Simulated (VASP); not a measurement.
A run of VASP 6.6.1 is set up as follows.

Contents of INCAR:

```
  PREC = Accurate
  ENCUT = 520
  EDIFF = 1E-6
  ISMEAR = 0
  SIGMA = 0.05
  LREAL = F
  LASPH = T
  NELM = 80
  ALGO = Normal
  ISIF = 2
  LWAVE = F
  LCHARG = F
  GGA = CA
  NBANDS = 20
```

File KPOINTS:

```
regular mesh
0
Gamma
  8 8 8
```

POSCAR

```
CdF2
1.0
    0.0000000000      2.6488277134      2.6488277134
    2.6488277134      0.0000000000      2.6488277134
    2.6488277134      2.6488277134      0.0000000000
Cd F
1 2
Direct
    0.0122605002      0.0122605002      0.0122605002
    0.2500000000      0.2500000000      0.2500000000
    0.7500000000      0.7500000000      0.7500000000
```

Potentials or basis: VASP PAW LDA potentials, release 64 (Cd, F).

Run with:

```bash
$ cat potpaw_LDA.64/Cd/POTCAR potpaw_LDA.64/F/POTCAR > POTCAR
$ mpirun -np 1 vasp_std > vasp.out
```

**Question.** Predict the largest force.

**Answer.** 0.789 eV/Å.

**Question.** Predict the pressure.

**Answer.** 2.1 GPa.

**Question.** Predict the band gap on the k mesh.

**Answer.** 2.99 eV (least direct gap 3.39 eV).

Stress tensor (GPa, compression positive):
```
2.07 0.59 0.59
0.59 2.07 0.59
0.59 0.59 2.07
```

Caveat: the cell differs from its parent crystal (all Cd atoms moved +0.113 Å, as atom 1 along Cartesian [1 1 1]). A k mesh can miss the band edges.
